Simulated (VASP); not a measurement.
Runs of VASP 6.6.1 on S. The typed cell holds 4 atoms: a = 5.678 Å, b = 5.678 Å, c = 2.950 Å, α = 90.00°, β = 90.00°, γ = 90.00°. 

| level | k mesh | smearing | gap on the mesh (eV) | pressure (GPa) | largest force (eV/Å) |
| --- | --- | --- | --- | --- | --- |
| r2SCAN | 4 × 4 × 7 | methfessel-paxton 0.01 eV | none | -0.5 | 2.24 |
| r2SCAN | 4 × 4 × 7 | methfessel-paxton 0.005 eV | none | -0.5 | 2.24 |
| r2SCAN | 4 × 4 × 7 | methfessel-paxton 0.05 eV | none | -0.5 | 2.24 |
| r2SCAN | 4 × 4 × 7 | methfessel-paxton 0.025 eV | none | -0.5 | 2.24 |
| PBE | 5 × 5 × 9 | fermi-dirac 0.05 eV | none | 2.0 | (a) |

Alike in all rows: task single point; potentials or basis VASP PAW PBE potentials, release 64 (S); no spin polarisation; cell as given; cutoff (eV) 520.

Estimate the missing entries.

(a) 0.58.

Caveats: the PAW data sets were made with another functional, which shifts forces and pressure a little (some runs).

A gap of «none» marks levels without a gap at the run's occupations.
